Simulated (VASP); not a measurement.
# Co (Pm-3m) in VASP: further runs

The runs below take Co through single point, with LDA.

Program: VASP 6.6.1. These are calculated values, not measurements. Logs are shortened: lines on timing, memory, paths and dates and some standing lists are left out, and cuts for length are marked.

## Step 1: The cell of the first run

The structure is cubic, space group Pm-3m (No. 221). The conventional cell has a = 1.848 Å, b = 1.848 Å, c = 1.848 Å, α = 90.00°, β = 90.00°, γ = 90.00°. Within 2.5 Å of Co (site symmetry m-3m) lie 6 Co at 1.85 Å.

## Step 2: Single point, LDA, collinear spin, ferromagnetic start (volume scaled by 0.55)

The input, INCAR:

```
SYSTEM = Co
PREC = Accurate ; ENCUT = 520
EDIFF = 1E-7 ; ISMEAR = -1
SIGMA = 0.05 ; LREAL = .False.
LASPH = .True. ; NELM = 150
ALGO = Normal ; ISIF = 2
LWAVE = .False. ; LCHARG = .False.
ISPIN = 2 ; MAGMOM = 1.7
LORBIT = 11 ; LMAXMIX = 4
NBANDS = 14
```

The input, KPOINTS:

```
regular mesh
0
Gamma
  17 17 17
  0 0 0
```

The input, POSCAR:

```
Co
1.0
    1.8479193930      0.0000000000      0.0000000000
    0.0000000000      1.8479193930      0.0000000000
    0.0000000000      0.0000000000      1.8479193930
Co
1
Direct
    0.0000000000      0.0000000000      0.0000000000
```

Potentials or basis: VASP PAW LDA potentials, release 64 (Co).

Launch:

```console
cat potpaw_LDA.64/Co/POTCAR > POTCAR
mpirun -np 1 vasp_std > vasp.out
```

OUTCAR:

```text
SYSTEM = Co
   PREC = Accurate
   ENCUT = 520
   EDIFF = 1E-7
   ISMEAR = -1
   LREAL = .False.
   LASPH = .True.
   NELM = 150
   ISIF = 2
   ISPIN = 2
   LORBIT = 11

 ion  position               nearest neighbor table
   1  0.000  0.000  0.000-

  LATTYP: Found a simple cubic cell.
 ALAT       =     1.8479193930

  Lattice vectors:

 A1 = (   1.8479193930,   0.0000000000,   0.0000000000)
 A2 = (   0.0000000000,   1.8479193930,   0.0000000000)
 A3 = (   0.0000000000,   0.0000000000,   1.8479193930)

Analysis of symmetry for initial positions (statically):
=====================================================================
 Subroutine PRICEL returns:
 Original cell was already a primitive cell.

 Routine SETGRP: Setting up the symmetry group for a
 simple cubic supercell.

 Subroutine GETGRP returns: Found 48 space group operations
 (whereof 48 operations were pure point group operations)
 out of a pool of 48 trial point group operations.

The static configuration has the point symmetry O_h .

Analysis of symmetry for dynamics (positions and initial velocities):
=====================================================================
 Subroutine PRICEL returns:
 Original cell was already a primitive cell.

 Routine SETGRP: Setting up the symmetry group for a
 simple cubic supercell.

 Subroutine GETGRP returns: Found 48 space group operations
 (whereof 48 operations were pure point group operations)
 out of a pool of 48 trial point group operations.

The dynamic configuration has the point symmetry O_h .

Analysis of structural, dynamic, and magnetic symmetry:
=====================================================================
 Subroutine PRICEL returns:
 Original cell was already a primitive cell.

 Routine SETGRP: Setting up the symmetry group for a
 simple cubic supercell.

 Subroutine GETGRP returns: Found 48 space group operations
 (whereof 48 operations were pure point group operations)
 out of a pool of 48 trial point group operations.

The overall configuration has the point symmetry O_h .

 Subroutine INISYM returns: Found 48 space group operations
 (whereof 48 operations are pure point group operations),
 and found     1 'primitive' translations

----------------------------------------------------------------------------------------

                                     Primitive cell

  volume of cell :       6.3103

  direct lattice vectors                    reciprocal lattice vectors
     1.847919393  0.000000000  0.000000000     0.541149145  0.000000000  0.000000000
     0.000000000  1.847919393  0.000000000     0.000000000  0.541149145  0.000000000
     0.000000000  0.000000000  1.847919393     0.000000000  0.000000000  0.541149145

  length of vectors
     1.847919393  1.847919393  1.847919393     0.541149145  0.541149145  0.541149145

  position of ions in fractional coordinates (direct lattice)
[... 123 lines left out ...]
  free energy    TOTEN  =        -3.41053770 eV

  energy without entropy =       -3.40127977  energy(sigma->0) =       -3.40590874

 E-fermi :  21.3045     XC(G=0): -17.0679

 val. band max:       21.2889610570   @ k =   0.1765   0.0588   0.0000
 cond. band min:      21.3191089026   @ k =   0.4118   0.2353   0.0000
 fundamental gap:      0.0301478457
 Fermi energy:        21.3044580435

 spin component 1

 k-point     1 :       0.0000    0.0000    0.0000
  band No.  band energies     occupation
      1       8.6126      1.00000
      2      12.6657      1.00000
      3      12.6657      1.00000
      4      22.5146      0.00000
      5      22.5146      0.00000
      6      22.5146      0.00000
      7      50.3572      0.00000
      8      50.3572      0.00000
      9      50.3572      0.00000
     10      57.6436      0.00000
     11      57.6436      0.00000
     12      58.5796      0.00000
     13      66.5256      0.00000
     14      77.3616      0.00000
[... 379 lines left out ...]
      3      15.8392      1.00000
      4      19.1069      1.00000
      5      21.7729      0.00009
      6      22.3926      0.00000
      7      32.0309      0.00000
      8      49.8521      0.00000
      9      56.9953      0.00000
     10      58.6013      0.00000
     11      60.5489      0.00000
     12      63.3053      0.00000
     13      65.8061      0.00000
     14      69.5863      0.00000

 [... further k-points ...]

 spin component 2

 k-point     1 :       0.0000    0.0000    0.0000
  band No.  band energies     occupation
      1       8.6126      1.00000
      2      12.6657      1.00000
      3      12.6657      1.00000
      4      22.5145      0.00000
      5      22.5145      0.00000
      6      22.5145      0.00000
      7      50.3572      0.00000
      8      50.3572      0.00000
      9      50.3572      0.00000
     10      57.6436      0.00000
     11      57.6436      0.00000
     12      58.5796      0.00000
     13      66.5256      0.00000
     14      77.3616      0.00000
[... 379 lines left out ...]
      3      15.8392      1.00000
      4      19.1069      1.00000
      5      21.7729      0.00009
      6      22.3925      0.00000
      7      32.0309      0.00000
      8      49.8521      0.00000
      9      56.9953      0.00000
     10      58.6013      0.00000
     11      60.5489      0.00000
     12      63.3053      0.00000
     13      65.8061      0.00000
     14      69.5863      0.00000

 [... further k-points ...]

------------------------ aborting loop because EDIFF is reached ----------------------------------------

  FORCE on cell =-STRESS in cart. coord.  units (eV):
  Direction    XX          YY          ZZ          XY          YZ          ZX
  --------------------------------------------------------------------------------------
  -------------------------------------------------------------------------------------
  Total       16.6260008     16.6260008     16.6260008      0.0000000     -0.0000000     -0.0000000
  in kB     4221.3300575   4221.3300575   4221.3300575      0.0000000     -0.0000000     -0.0000000
  external PRESSURE =    4221.3300575 kB  Pullay stress =       0.0000000 kB

 VOLUME and BASIS-vectors are now :
 -----------------------------------------------------------------------------
  energy-cutoff  :      520.00
  volume of cell :        6.31
      direct lattice vectors                 reciprocal lattice vectors
     1.847919393  0.000000000  0.000000000     0.541149145  0.000000000  0.000000000
     0.000000000  1.847919393  0.000000000     0.000000000  0.541149145  0.000000000
     0.000000000  0.000000000  1.847919393     0.000000000  0.000000000  0.541149145

 POSITION                                       TOTAL-FORCE (eV/Angst)
 -----------------------------------------------------------------------------------
      0.00000      0.00000      0.00000         0.000000      0.000000      0.000000
 -----------------------------------------------------------------------------------
    total drift:                               -0.000000     -0.000000     -0.000000

  FREE ENERGIE OF THE ION-ELECTRON SYSTEM (eV)
  ---------------------------------------------------
  free  energy   TOTEN  =        -3.4105377021 eV

  energy  without entropy=       -3.4012797732  energy(sigma->0) =       -3.40590874

 total charge

# of ion       s       p       d       tot
------------------------------------------
    1        0.833   1.051   8.309  10.193

 magnetization (x)

# of ion       s       p       d       tot
------------------------------------------
    1       -0.000   0.000  -0.000  -0.000
```

OSZICAR:

```text
N       E                     dE             d eps       ncg     rms          rms(c)
DAV:   1     0.318634620096E+02    0.31863E+02   -0.36647E+03 10218   0.876E+02
DAV:   2    -0.260948819899E+01   -0.34473E+02   -0.32613E+02 10116   0.164E+02
DAV:   3    -0.359271776035E+01   -0.98323E+00   -0.97394E+00 11760   0.279E+01
DAV:   4    -0.359652806811E+01   -0.38103E-02   -0.38100E-02 10542   0.167E+00
DAV:   5    -0.359654477163E+01   -0.16704E-04   -0.16705E-04 11598   0.105E-01    0.266E+01
DAV:   6    -0.350164268836E+01    0.94902E-01   -0.35233E-01 12116   0.694E+00    0.143E+01
DAV:   7    -0.342245287922E+01    0.79190E-01   -0.11988E-01 11506   0.425E+00    0.830E+00
DAV:   8    -0.341018035246E+01    0.12273E-01   -0.50214E-03 12212   0.693E-01    0.179E+00
DAV:   9    -0.340967749029E+01    0.50286E-03   -0.24502E-03 11970   0.539E-01    0.352E-01
DAV:  10    -0.341044436232E+01   -0.76687E-03   -0.21352E-04 12398   0.165E-01    0.161E-01
DAV:  11    -0.341053576502E+01   -0.91403E-04   -0.10988E-04 12214   0.144E-01    0.310E-02
DAV:  12    -0.341053694826E+01   -0.11832E-05   -0.44685E-06 12596   0.216E-02    0.156E-02
DAV:  13    -0.341053750347E+01   -0.55521E-06   -0.52079E-07 10174   0.750E-03    0.677E-03
DAV:  14    -0.341053769309E+01   -0.18962E-06   -0.17624E-07  7300   0.542E-03    0.940E-04
DAV:  15    -0.341053770215E+01   -0.90579E-08   -0.14900E-08  5490   0.142E-03
   1 F= -.34105377E+01 E0= -.34059087E+01  d E =-.925793E-02  mag=    -0.0000
```

It took 12 s on 1 thread of Intel Xeon Platinum 8488C (Sapphire Rapids), shared host; peak memory 0.13 GiB.

Results:

| Property | Result |
| --- | --- |
| Free energy | -3.4105 eV |
| Pressure | 422.1 GPa |
| Net moment | 0.00 μB per cell |

Caveat: the starting moments collapsed, and a magnetic state may lie lower.

## Step 3: Single point, LDA, collinear spin, ferromagnetic start (volume scaled by 0.75)

The input, INCAR:

```
SYSTEM = Co
PREC = Accurate
ENCUT = 520
EDIFF = 1E-6
ISMEAR = -1
SIGMA = 0.05
LREAL = .False.
LASPH = .True.
NELM = 150
ALGO = Normal
ISIF = 2
LWAVE = .False.
LCHARG = .False.
ISPIN = 2
MAGMOM = 1.7
LORBIT = 11
LMAXMIX = 4
GGA = CA
NBANDS = 14
```

KPOINTS is that of step 2.

The input, POSCAR:

```
Co
1.0
    2.0491915097      0.0000000000      0.0000000000
    0.0000000000      2.0491915097      0.0000000000
    0.0000000000      0.0000000000      2.0491915097
Co
1
Direct
    0.0000000000      0.0000000000      0.0000000000
```

Potentials or basis: VASP PAW LDA potentials, release 64 (Co).

Launch:

```console
cat potpaw_LDA.64/Co/POTCAR > POTCAR
mpirun -np 1 vasp_std > vasp.out
```

OUTCAR:

```text
SYSTEM = Co
   PREC = Accurate
   ENCUT = 520
   EDIFF = 1E-6
   ISMEAR = -1
   LREAL = .False.
   LASPH = .True.
   NELM = 150
   ISIF = 2
   ISPIN = 2
   LORBIT = 11
   GGA = CA

 ion  position               nearest neighbor table
   1  0.000  0.000  0.000-

  LATTYP: Found a simple cubic cell.
 ALAT       =     2.0491915097

  Lattice vectors:

 A1 = (   2.0491915097,   0.0000000000,   0.0000000000)
 A2 = (   0.0000000000,   2.0491915097,   0.0000000000)
 A3 = (   0.0000000000,   0.0000000000,   2.0491915097)

Analysis of symmetry for initial positions (statically):
=====================================================================
 Subroutine PRICEL returns:
 Original cell was already a primitive cell.

 Routine SETGRP: Setting up the symmetry group for a
 simple cubic supercell.

 Subroutine GETGRP returns: Found 48 space group operations
 (whereof 48 operations were pure point group operations)
 out of a pool of 48 trial point group operations.

The static configuration has the point symmetry O_h .

Analysis of symmetry for dynamics (positions and initial velocities):
[... 600 lines left out ...]
      7      38.5879      0.00000
      8      38.5879      0.00000
      9      38.5879      0.00000
     10      43.9536      0.00000
     11      43.9536      0.00000
     12      49.3953      0.00000
     13      53.5139      0.00000
     14      62.9029      0.00000
[... 379 lines left out ...]
      3      10.4570      1.00000
      4      12.7672      1.00000
      5      14.4928      0.00033
      6      14.8118      0.00000
      7      21.5196      0.00000
      8      39.5442      0.00000
      9      44.6601      0.00000
     10      45.6175      0.00000
     11      49.1779      0.00000
     12      51.4097      0.00000
     13      52.3076      0.00000
     14      55.0707      0.00000

 [... further k-points ...]
[... 5 lines left out ...]
  --------------------------------------------------------------------------------------
  -------------------------------------------------------------------------------------
  Total        5.0877486      5.0877486      5.0877486      0.0000000      0.0000000      0.0000000
  in kB      947.3022772    947.3022772    947.3022772      0.0000000      0.0000000      0.0000000
  external PRESSURE =     947.3022772 kB  Pullay stress =       0.0000000 kB

 VOLUME and BASIS-vectors are now :
 -----------------------------------------------------------------------------
  energy-cutoff  :      520.00
  volume of cell :        8.60
      direct lattice vectors                 reciprocal lattice vectors
     2.049191510  0.000000000  0.000000000     0.487997337  0.000000000  0.000000000
     0.000000000  2.049191510  0.000000000     0.000000000  0.487997337  0.000000000
     0.000000000  0.000000000  2.049191510     0.000000000  0.000000000  0.487997337

 POSITION                                       TOTAL-FORCE (eV/Angst)
 -----------------------------------------------------------------------------------
      0.00000      0.00000      0.00000         0.000000      0.000000      0.000000
 -----------------------------------------------------------------------------------
    total drift:                               -0.000000     -0.000000      0.000000

  FREE ENERGIE OF THE ION-ELECTRON SYSTEM (eV)
  ---------------------------------------------------
  free  energy   TOTEN  =        -6.6177463853 eV

  energy  without entropy=       -6.6030805261  energy(sigma->0) =       -6.61041346

 total charge

# of ion       s       p       d       tot
------------------------------------------
    1        0.656   0.697   7.711   9.064

 magnetization (x)

# of ion       s       p       d       tot
------------------------------------------
    1        0.000   0.000   0.002   0.002
```

OSZICAR:

```text
N       E                     dE             d eps       ncg     rms          rms(c)
DAV:   1     0.293303238317E+02    0.29330E+02   -0.37119E+03  9780   0.811E+02
DAV:   2    -0.595361474093E+01   -0.35284E+02   -0.33020E+02 10008   0.155E+02
DAV:   3    -0.713546286095E+01   -0.11818E+01   -0.11717E+01 11702   0.293E+01
DAV:   4    -0.714135583565E+01   -0.58930E-02   -0.58922E-02 10966   0.198E+00
DAV:   5    -0.714140085596E+01   -0.45020E-04   -0.45019E-04 11678   0.171E-01    0.144E+01
DAV:   6    -0.667327158730E+01    0.46813E+00   -0.35557E+00 11982   0.239E+01    0.504E+00
DAV:   7    -0.661974634133E+01    0.53525E-01   -0.22097E-01 10824   0.630E+00    0.322E+00
DAV:   8    -0.660530980012E+01    0.14437E-01   -0.24753E-02 12378   0.113E+00    0.483E-01
DAV:   9    -0.660771444585E+01   -0.24046E-02   -0.10641E-03 12236   0.308E-01    0.602E-01
DAV:  10    -0.660873847602E+01   -0.10240E-02   -0.14274E-04 12514   0.128E-01    0.603E-01
DAV:  11    -0.661564176879E+01   -0.69033E-02   -0.10333E-02 11838   0.113E+00    0.352E-01
DAV:  12    -0.661736984136E+01   -0.17281E-02   -0.33530E-03 12120   0.623E-01    0.109E-01
DAV:  13    -0.661758916958E+01   -0.21933E-03   -0.31332E-04 13536   0.186E-01    0.798E-02
DAV:  14    -0.661767319902E+01   -0.84029E-04   -0.10889E-04 12290   0.116E-01    0.441E-02
DAV:  15    -0.661773280619E+01   -0.59607E-04   -0.16483E-04 11970   0.141E-01    0.207E-02
DAV:  16    -0.661774626828E+01   -0.13462E-04   -0.84979E-05 12208   0.102E-01    0.458E-03
DAV:  17    -0.661774638529E+01   -0.11701E-06   -0.15546E-06  9034   0.112E-02
   1 F= -.66177464E+01 E0= -.66104135E+01  d E =-.146659E-01  mag=     0.0004
```

Wall time 18 s (1 thread of Intel Xeon Platinum 8488C (Sapphire Rapids), shared host); peak memory 0.14 GiB.

What came out:

```
Free energy : -6.6177 eV
Pressure    : 94.7 GPa
Net moment  : 0.00 μB per cell
```

Levels at points of the mesh, in eV from the Fermi level:
Spin up:
```tsv
k point	band 3	band 4	band 5	band 6	band 7	band 8
(0.00, 0.00, 0.00)	-5.68	0.79	0.79	0.79	24.49	24.49
```
Spin down:
| k point | band 1 | band 2 | band 3 | band 4 | band 5 | band 6 | band 7 | band 8 | band 9 | band 10 |
| --- | --- | --- | --- | --- | --- | --- | --- | --- | --- | --- |
| (0.00, 0.00, 0.00) | -10.40 | -5.68 | -5.68 | 0.80 | 0.80 | 0.80 | 24.50 | 24.50 | 24.50 | 29.86 |

Caveat: the starting moments collapsed, and a magnetic state may lie lower.
